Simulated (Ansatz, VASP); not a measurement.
Two plane-wave programs on PtS2

```xyz
6
Lattice="3.5415 0.0000 0.0000 -1.7708 3.0671 0.0000 0.0000 0.0000 22.4671" Properties=species:S:1:pos:R:3 pbc="T T T"
S     1.7708    1.0224    4.5000
S     0.0000    2.0447    6.9835
S     3.5415    0.0000   11.7235
S     5.3123   -1.0224   14.2071
Pt    0.0000    0.0000    5.7418
Pt    5.3123    1.0224   12.9653
```

Alike in both runs: task single point; functional PBE; dispersion D3(BJ); k mesh 9 × 9 × 1; occupations gaussian, width 0.05 eV; no spin polarisation.

```csv
,VASP,Ansatz
version,VASP 6.6.1,Ansatz 0.2.0
potentials or method,"VASP PAW PBE potentials, release 64 (S, Pt), cutoff 520 eV","scalar-relativistic, plane waves, PAW"
valence electrons in the cell,44,60
```

|  | VASP | Ansatz | Ansatz less VASP |
| --- | --- | --- | --- |
| gap on the k mesh at the Fermi level (eV) | 1.77 | 1.76 | -0.004 |
| least direct gap on the mesh (eV) | 1.84 | 1.84 | -0.004 |
| rms of the force components (eV/Å) | 0.016 | 0.015 | -0.0013 |

VASP's potentials hold 44 valence electrons a cell and Ansatz's 60, so a difference there can come from the potentials and not from the codes.

Spin-orbit coupling is off throughout.
